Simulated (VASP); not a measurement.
Ir: relaxation of shape and atoms at fixed volume with PBEsol

The system is Ir.

```xyz
2
Lattice="2.3920 0.0000 0.0000 -1.1960 2.0715 0.0000 0.0000 0.0000 3.8762" Properties=species:S:1:pos:R:3 pbc="T T T"
Ir    0.0000    1.3810    0.9691
Ir    1.1960    0.6905    2.9072
```

This isn't the form of Ir at room conditions, which is fcc.

```json
{"Program": "VASP 6.6.1", "Task": "relaxation of shape and atoms at fixed volume", "Functional": "PBEsol", "Potentials or basis": "VASP PAW PBE potentials, release 64 (Ir)", "Cutoff": "600 eV", "k mesh": "16 × 16 × 9", "Occupations": "fermi-dirac, width 0.08 eV", "Spin": "no spin polarisation", "Dipole correction": "no", "Further INCAR settings": "ALGO = Normal; EDIFF = 1e-06; IBRION = 2; EDIFFG = -0.005; NSW = 50; ISIF = 4"}
```

```json
{
 "Energy gained by relaxing": "1.5 meV/atom",
 "Ionic steps": "3",
 "Pressure after relaxing": "386.4 GPa",
 "Band gap on the k mesh": "zero (bands 9 and 10 overlap by 6.01 eV)"
}
```

The path:
```
step  energy change (eV)  largest force (eV/Å)  pressure (GPa)  volume (Å³)
   1              0.0000                0.0000          386.54        19.21
   2              0.0396                0.0000          386.78        19.21
   3             -0.0031                0.0000          386.40        19.21
```

Final structure:
```cif
data_structure
_symmetry_space_group_name_H-M 'P 1'
_symmetry_Int_Tables_number 1
_cell_length_a 2.3865
_cell_length_b 2.3865
_cell_length_c 3.8940
_cell_angle_alpha 90.000
_cell_angle_beta 90.000
_cell_angle_gamma 120.000
_cell_volume 19.21
loop_
_atom_site_label
_atom_site_type_symbol
_atom_site_fract_x
_atom_site_fract_y
_atom_site_fract_z
_atom_site_occupancy
Ir1 Ir 0.33333 0.66667 0.25000 1
Ir2 Ir 0.66667 0.33333 0.75000 1
```

Levels at points of the mesh, in eV from the Fermi level:
| k point | band 5 | band 6 | band 7 | band 8 | band 9 | band 10 | band 11 | band 12 | band 13 |
| --- | --- | --- | --- | --- | --- | --- | --- | --- | --- |
| (0.00, 0.00, 0.00) | -7.08 | -5.84 | -5.84 | -4.29 | -4.29 | -1.59 | 0.38 | 0.38 | 11.16 |
| (0.50, 0.00, 0.00) | -6.27 | -5.32 | -5.24 | 1.55 | 1.97 | 2.36 | 5.17 | 7.08 | 11.53 |

Wall time 33 s on 1 thread of Intel(R) Xeon(R) 6975P-C (Granite Rapids) (shared host), peak memory 0.17 GiB.

Caveat: the PAW data sets were made with another functional, which shifts forces and pressure a little; spin-orbit coupling is left out, which moves the levels of the heavy elements.
